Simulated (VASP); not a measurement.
Here is a VASP 6.6.1 calculation.

File INCAR:

```
ALGO = Normal
EDIFF = 1E-7
ENCUT = 520
GGA = PS
ISIF = 2
ISMEAR = -1
LASPH = True
LCHARG = True
LELF = True
LREAL = False
LVHAR = True
LWAVE = False
NBANDS = 26
NELM = 60
PREC = Accurate
SIGMA = 0.05
```

The input KPOINTS:

```
k-points
0
Gamma
  9 9 2
```

Contents of POSCAR:

```
BN
1.0
    2.5450826238      0.0000153181      0.0000061431
   -1.2725280426      2.2041018861     -0.0000033470
    0.0000200524     -0.0000009698      8.3658894308
B N
4 4
Direct
   -0.0055134633     -0.0000563066      0.0001156114
    0.3278226930      0.6666103253      0.2494233222
   -0.0055101225     -0.0000568821      0.5001158041
    0.6611528194      0.3332758032      0.7494234598
   -0.0055111764     -0.0000567792      0.1866994315
    0.3278231144      0.6666090694      0.4376308832
   -0.0055138356     -0.0000566650      0.6866997492
    0.6611528317      0.3332767431      0.9376306018
```

Potentials or basis: VASP PAW PBE potentials, release 64 (B, N).

Launch:

```sh
$ cat potpaw_PBE.64/B/POTCAR potpaw_PBE.64/N/POTCAR > POTCAR
$ mpirun -np 1 vasp_std > vasp.out
```

Question: What does it give for the pressure?

Answer: 0.6 GPa.

Question: What does it give for the band gap on the k mesh?

Answer: 5.48 eV (least direct gap 7.48 eV).

Forces in eV/Å, atoms in the order of the input:
```
B    0.000  0.000  0.000
B    0.000  0.000  0.002
B    0.000  0.000  0.000
B    0.000  0.000  0.002
N    0.000  0.000  0.000
N    0.000  0.000 -0.002
N    0.000  0.000  0.000
N    0.000  0.000 -0.002
```

Caveat: the PAW data sets were made with another functional, which shifts forces and pressure a little. A k mesh can miss the band edges.
